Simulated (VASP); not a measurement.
# Ta (Im-3m) in VASP: a series of runs

The runs below take Ta through single point, with r2SCAN.

All numbers are computed with VASP 6.6.1; they aren't measurements. Logs are shortened: lines on timing, memory, paths and dates and some standing lists are left out, and cuts for length are marked.

## 1. The cell of the first run

Symmetry: Im-3m, No. 229, cubic system. The conventional cell has a = 3.383 Å, b = 3.383 Å, c = 3.383 Å, α = 90.00°, β = 90.00°, γ = 90.00°. Within 3.9 Å of Ta (site symmetry m-3m) lie 14 Ta at 2.93 to 3.38 Å.

## 2. Single point, r2SCAN

POSCAR reads:

```
Ta
1.0
   -1.6916780000      1.6916780000      1.6916780000
    1.6916780000     -1.6916780000      1.6916780000
    1.6916780000      1.6916780000     -1.6916780000
Ta
1
Direct
    0.0000000000      0.0000000000      0.0000000000
```

INCAR.step1 reads:

```
SYSTEM = Ta
  ALGO = Normal
  EDIFF = 1E-4
  ENCUT = 520
  GGA = PE
  ISMEAR = -1
  LASPH = .True.
  LCHARG = .False.
  LREAL = .False.
  LWAVE = .True.
  NBANDS = 12
  NELM = 100
  PREC = Accurate
  SIGMA = 0.1
```

INCAR.step2 reads:

```
SYSTEM = Ta
  ALGO = Normal
  EDIFF = 1E-6
  ENCUT = 520
  ISIF = 2
  ISMEAR = -1
  ISTART = 1
  LASPH = .True.
  LCHARG = .False.
  LMIXTAU = .True.
  LREAL = .False.
  LWAVE = .False.
  METAGGA = R2SCAN
  NBANDS = 12
  NELM = 100
  PREC = Accurate
  SIGMA = 0.1
```

KPOINTS reads:

```
k-points
0
Gamma
  7 7 7
  0 0 0
```

Potentials or basis: VASP PAW PBE potentials, release 64 (Ta_pv).

Launch:

```
$ cat potpaw_PBE.64/Ta_pv/POTCAR > POTCAR
$ cp INCAR.step1 INCAR
$ mpirun -np 1 vasp_std > vasp.out
$ cp INCAR.step2 INCAR
$ mpirun -np 1 vasp_std > vasp.out
```

OUTCAR:

```text
SYSTEM = Ta
   EDIFF = 1E-6
   ENCUT = 520
   ISIF = 2
   ISMEAR = -1
   ISTART = 1
   LASPH = .True.
   LREAL = .False.
   METAGGA = R2SCAN
   NELM = 100
   PREC = Accurate

 ion  position               nearest neighbor table
   1  0.000  0.000  0.000-

  LATTYP: Found a body centered cubic cell.
 ALAT       =     3.3833560000

  Lattice vectors:

 A1 = (  -1.6916780000,   1.6916780000,   1.6916780000)
 A2 = (   1.6916780000,  -1.6916780000,   1.6916780000)
 A3 = (   1.6916780000,   1.6916780000,  -1.6916780000)

Analysis of symmetry for initial positions (statically):
=====================================================================
 Subroutine PRICEL returns:
 Original cell was already a primitive cell.

 Routine SETGRP: Setting up the symmetry group for a
 body centered cubic supercell.

 Subroutine GETGRP returns: Found 48 space group operations
 (whereof 48 operations were pure point group operations)
 out of a pool of 48 trial point group operations.

The static configuration has the point symmetry O_h .

Analysis of symmetry for dynamics (positions and initial velocities):
=====================================================================
 Subroutine PRICEL returns:
 Original cell was already a primitive cell.

 Routine SETGRP: Setting up the symmetry group for a
 body centered cubic supercell.

 Subroutine GETGRP returns: Found 48 space group operations
 (whereof 48 operations were pure point group operations)
 out of a pool of 48 trial point group operations.

The dynamic configuration has the point symmetry O_h .

 Subroutine INISYM returns: Found 48 space group operations
 (whereof 48 operations are pure point group operations),
 and found     1 'primitive' translations

----------------------------------------------------------------------------------------

                                     Primitive cell

  volume of cell :      19.3648

  direct lattice vectors                    reciprocal lattice vectors
    -1.691678000  1.691678000  1.691678000     0.000000000  0.295564522  0.295564522
     1.691678000 -1.691678000  1.691678000     0.295564522  0.000000000  0.295564522
     1.691678000  1.691678000 -1.691678000     0.295564522  0.295564522  0.000000000

  length of vectors
     2.930072246  2.930072246  2.930072246     0.417991356  0.417991356  0.417991356

[... 78 lines left out ...]
   NFREE  =      0    steps in history (QN), initial steepest desc. (CG)
   ISIF   =      2    stress and relaxation
   ISYM   =      2    0-nonsym 1-usesym 2-fastsym
   POTIM  = 0.5000    time-step for ionic-motion
   TEBEG  =    0.0;   TEEND  =   0.0 temperature during run
   PSTRESS=    0.0 pullay stress
   NELECT =      11.0000    total number of electrons
   NUPDOWN=      -1.0000    fix difference up-down
   EMIN   =  10.00;   EMAX   =-10.00  energy-range for DOS
   EFERMI =   0.00;   METHOD = LEGACY
   ISMEAR =    -1;   SIGMA  =   0.10  broadening in eV -4-tet -1-fermi 0-gaus
   EFERMI_NEDOS =   21; number of points for ismear=-14 and -15
   IALGO  =     38    algorithm
   IMIX   =      4    mixing-type and parameters
     AMIX     =   0.40;   BMIX     =  1.00
     AMIX_MAG =   1.60;   BMIX_MAG =  1.00
  volume/ion in A,a.u.               =      19.36       130.68
  Fermi-wavevector in a.u.,A,eV,Ry     =   1.355818  2.562124 25.010803  1.838242
  Thomas-Fermi vector in A             =   2.482873
   LORBIT       =      0    0 simple, 1 ext, 2 COOP (PROOUT), +10 PAW based schemes
   METAGGA = R2SCAN    functional components
   LHFCALC =     F    Hartree Fock is set to
   AEXX    =    0.0000 exact exchange contribution
   IVDW    =     0    specifies the selected vdW correction
   LEPSILON=     F    determine dielectric tensor
   LRPA    =     F    only Hartree local field effects (RPA)
 non-spin polarized calculation
  energy-cutoff  :      520.00
  volume of cell :       19.36
 maximum number of plane-waves:       535
 NGX is ok and might be reduce to    24
   NGX = 11   NGY = 11   NGZ = 11

 number of electron      10.9999999 magnetization

 Free energy of the ion-electron system (eV)
  ---------------------------------------------------
  ext. energy  EPLUGINS =         0.00000000
  ---------------------------------------------------
  free energy    TOTEN  =       -48.57104246 eV

  energy without entropy =      -48.53723861  energy(sigma->0) =      -48.55414054

 E-fermi :   4.7110     XC(G=0): -13.3566

 val. band max:        4.6119680791   @ k =   0.2857   0.0000   0.0000
 cond. band min:       4.8862828453   @ k =  -0.2857   0.2857   0.1429
 fundamental gap:      0.2743147662
 Fermi energy:         4.7109914421

 k-point     1 :       0.0000    0.0000    0.0000
  band No.  band energies     occupation
      1     -29.7621      2.00000
      2     -29.7621      2.00000
      3     -29.7621      2.00000
      4      -3.2894      2.00000
      5       5.5913      0.00030
      6       5.5913      0.00030
      7       5.5913      0.00030
      8       8.8262      0.00000
      9       8.8262      0.00000
     10      16.5364      0.00000
     11      20.1866      0.00000
     12      20.1866      0.00000
[... 271 lines left out ...]
 k-point    20 :      -0.4286    0.4286    0.4286
  band No.  band energies     occupation
      1     -30.4426      2.00000
      2     -30.4082      2.00000
      3     -30.4082      2.00000
      4       1.4853      2.00000
      5       1.5275      2.00000
      6       9.5859      0.00000
      7       9.5859      0.00000
      8      10.8750      0.00000
      9      11.8360      0.00000
     10      15.3025      0.00000
     11      15.3025      0.00000
     12      16.5320      0.00000

------------------------ aborting loop because EDIFF is reached ----------------------------------------

  FORCE on cell =-STRESS in cart. coord.  units (eV):
  Direction    XX          YY          ZZ          XY          YZ          ZX
  --------------------------------------------------------------------------------------
  -------------------------------------------------------------------------------------
  Total       -1.5355116     -1.5355116     -1.5355116      0.0000000     -0.0000000      0.0000000
  in kB     -127.0429537   -127.0429537   -127.0429537      0.0000000     -0.0000000      0.0000000
  external PRESSURE =    -127.0429537 kB  Pullay stress =       0.0000000 kB

 VOLUME and BASIS-vectors are now :
 -----------------------------------------------------------------------------
  energy-cutoff  :      520.00
  volume of cell :       19.36
      direct lattice vectors                 reciprocal lattice vectors
    -1.691678000  1.691678000  1.691678000     0.000000000  0.295564522  0.295564522
     1.691678000 -1.691678000  1.691678000     0.295564522  0.000000000  0.295564522
     1.691678000  1.691678000 -1.691678000     0.295564522  0.295564522  0.000000000

 POSITION                                       TOTAL-FORCE (eV/Angst)
 -----------------------------------------------------------------------------------
      0.00000      0.00000      0.00000        -0.000000      0.000000      0.000000
 -----------------------------------------------------------------------------------
    total drift:                               -0.000000      0.000000     -0.000000

  FREE ENERGIE OF THE ION-ELECTRON SYSTEM (eV)
  ---------------------------------------------------
  free  energy   TOTEN  =       -48.5710424573 eV

  energy  without entropy=      -48.5372386129  energy(sigma->0) =      -48.55414054
```

OUTCAR.step1:

```text
SYSTEM = Ta
   EDIFF = 1E-4
   ENCUT = 520
   GGA = PE
   ISMEAR = -1
   LASPH = .True.
   LREAL = .False.
[... 509 lines left out ...]
 -----------------------------------------------------------------------------------
      0.00000      0.00000      0.00000         0.000000      0.000000     -0.000000
 -----------------------------------------------------------------------------------
    total drift:                                0.000000      0.000000     -0.000000

  FREE ENERGIE OF THE ION-ELECTRON SYSTEM (eV)
  ---------------------------------------------------
  free  energy   TOTEN  =       -11.8219631848 eV

  energy  without entropy=      -11.7848548448  energy(sigma->0) =      -11.80340901
```

OSZICAR.step1:

```text
N       E                     dE             d eps       ncg     rms          rms(c)
DAV:   1     0.612211842760E+02    0.61221E+02   -0.60098E+03   480   0.857E+02
DAV:   2    -0.112045552935E+02   -0.72426E+02   -0.70480E+02   544   0.245E+02
DAV:   3    -0.123337217907E+02   -0.11292E+01   -0.11085E+01   552   0.282E+01
DAV:   4    -0.123371582476E+02   -0.34365E-02   -0.34362E-02   544   0.177E+00
DAV:   5    -0.123371696531E+02   -0.11405E-04   -0.11405E-04   568   0.985E-02    0.119E+01
DAV:   6    -0.119396464355E+02    0.39752E+00   -0.33036E-01   568   0.613E+00    0.557E+00
DAV:   7    -0.118227693230E+02    0.11688E+00   -0.29497E-01   552   0.530E+00    0.375E-01
DAV:   8    -0.118219787595E+02    0.79056E-03   -0.91084E-03   544   0.702E-01    0.116E-01
DAV:   9    -0.118219631848E+02    0.15575E-04   -0.13254E-04   472   0.117E-01
   1 F= -.11821963E+02 E0= -.11803409E+02  d E =-.371083E-01
```

It took 8.6 s on 1 thread of Intel Xeon 6975P-C (Granite Rapids), shared host; peak memory 0.14 GiB.

What came out:

| Item | Value |
| --- | --- |
| Free energy | -48.5710 eV |
| Pressure | -12.7 GPa |

Caveat: the k points lie up to 0.38 Å⁻¹ apart; the PAW data sets were made with another functional, which shifts forces and pressure a little; spin-orbit coupling is left out, which moves the levels of the heavy elements.

## 3. Single point, r2SCAN

POSCAR is that of step 2.

INCAR.step1 reads:

```
PREC = Accurate
ENCUT = 520
ISMEAR = -1
SIGMA = 0.1
LREAL = F
LASPH = T
NELM = 100
NBANDS = 12
GGA = PE
ALGO = Normal
EDIFF = 1E-4
LWAVE = T
LCHARG = F
```

INCAR.step2 reads:

```
PREC = Accurate
ENCUT = 520
EDIFF = 1E-6
ISMEAR = -1
SIGMA = 0.1
LREAL = F
LASPH = T
NELM = 100
ALGO = Normal
ISIF = 2
LWAVE = F
LCHARG = F
METAGGA = R2SCAN
LMIXTAU = T
NBANDS = 12
ISTART = 1
```

KPOINTS reads:

```
Automatic mesh
0
Gamma
  14 14 14
```

Potentials or basis: VASP PAW PBE potentials, release 64 (Ta_pv).

Launch:

```
$ cat potpaw_PBE.64/Ta_pv/POTCAR > POTCAR
$ cp INCAR.step1 INCAR
$ mpirun -np 1 vasp_std > vasp.out
$ cp INCAR.step2 INCAR
$ mpirun -np 1 vasp_std > vasp.out
```

It took 52 s on 1 thread of Intel Xeon 6975P-C, shared host; peak memory 0.16 GiB.

The run converged. Its results:

```yaml
Free_energy: -48.5528 eV
Pressure: -12.0 GPa
```

Levels at points of the mesh, in eV from the Fermi level:
```tsv
k point	band 3	band 4	band 5	band 6	band 7	band 8
(0.00, 0.00, 0.00)	-34.54	-8.07	0.81	0.81	0.81	4.05
(0.50, 0.00, 0.00)	-34.55	-4.26	-1.39	1.13	3.88	4.86
(0.50, 0.50, 0.50)	-35.22	-3.53	-3.53	6.51	6.51	6.51
```

Caveat: the PAW data sets were made with another functional, which shifts forces and pressure a little; spin-orbit coupling is left out, which moves the levels of the heavy elements.
